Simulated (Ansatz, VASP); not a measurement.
**RbBr in VASP and in Ansatz**

File INCAR:

```
SYSTEM = RbBr
ALGO = Normal ; EDIFF = 1E-8
ENCUT = 520 ; GGA = PE
ISIF = 2 ; ISMEAR = -1
LASPH = .True. ; LCHARG = .False.
LEFG = .True. ; LREAL = .False.
LWAVE = .False. ; NBANDS = 15
NELM = 60 ; PREC = Accurate
SIGMA = 0.02
```

Contents of KPOINTS:

```
k-points
0
Gamma
  6 6 6
  0 0 0
```

Contents of POSCAR:

```
RbBr
1.0
    0.0000000000      3.4275000000      3.4275000000
    3.4275000000      0.0000000000      3.4275000000
    3.4275000000      3.4275000000      0.0000000000
Rb Br
1 1
Direct
    0.0000000000      0.0000000000      0.0000000000
    0.5000000000      0.5000000000      0.5000000000
```

Input for Ansatz:

```yaml
crystal:
  lattice:
    - [0.0, 3.4275, 3.4275]
    - [3.4275, 0.0, 3.4275]
    - [3.4275, 3.4275, 0.0]
  atoms:
    - { symbol: Rb, position: [0.0, 0.0, 0.0] }
    - { symbol: Br, position: [0.5, 0.5, 0.5] }
kpoints:
  mp_grid: { grid: [6, 6, 6] }
  band_path:
    path:
      - [0.0, 0.0, 0.0]
      - [0.5, 0.0, 0.5]
      - [0.625, 0.25, 0.625]
      - [0.375, 0.375, 0.75]
      - [0.0, 0.0, 0.0]
      - [0.5, 0.5, 0.5]
      - [0.5, 0.25, 0.75]
      - [0.5, 0.0, 0.5]
    npoints: 8
scf:
  occupations: { method: fermi_dirac, width: 0.02 }
hamiltonian:
  xc: pbe
  pseudopotentials: { kind: paw }
output:
  forces: true
  stress: true
  eigenvalues: true
  efg: { contact_densities: true }
  populations: true
  bader: true
  dos: { projected: true, de: 0.2, e_range: [-14, 8] }
```

Alike in both runs: task electric field gradients; functional PBE; k mesh 6 × 6 × 6; occupations fermi-dirac, width 0.02 eV; no spin polarisation.

|  | VASP | Ansatz |
| --- | --- | --- |
| version | VASP 6.6.1 | Ansatz 0.2.0 |
| potentials or method | VASP PAW PBE potentials, release 64 (Rb_sv, Br) | PAW with Ansatz's default frozen-core files, scalar-relativistic |
| plane-wave cutoff (eV) | 520 | 420 |
| valence electrons in the cell | 16 | 16 |

|  | VASP | Ansatz | Ansatz less VASP |
| --- | --- | --- | --- |
| gap on the k mesh at the Fermi level (eV) | 4.36 | 4.36 | +0.002 |
| pressure (GPa) | 1.0 | 1.0 | -0.03 |

With one functional, cell and mesh, what is left measures potentials, basis and numerics.
